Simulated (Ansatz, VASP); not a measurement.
BP in VASP and in Ansatz

```
B P
1.0
     3.21373    0.00000    0.00000
    -1.60686    2.78317    0.00000
     0.00000    0.00000   23.80000
B P
1 1
Direct
  0.33333 0.66667 0.29412
  0.66667 0.33333 0.29412
```

Alike in both runs: functional PBE; k mesh 12 × 12 × 1; occupations gaussian, width 0.03 eV; no spin polarisation.

Ansatz relaxed the structure, and its values are those at the end. VASP's run is a single point on that final structure, the one shown.

|  | VASP | Ansatz |
| --- | --- | --- |
| version | VASP 6.6.1 | Ansatz 0.2.0 |
| potentials or method | VASP PAW PBE potentials, release 64 (B, P), cutoff 420 eV | scalar-relativistic, plane waves, PAW |
| valence electrons in the cell | 8 | 8 |

```csv
,VASP,Ansatz,Ansatz less VASP
gap on the k mesh at the Fermi level (eV),0.91,0.90,-0.013
least direct gap on the mesh (eV),0.91,0.90,-0.013
```

The functional is the same, so the differences come from potentials, cutoffs and numerics. Ansatz's warnings: slab cell height set, structure snapped to symmetry.
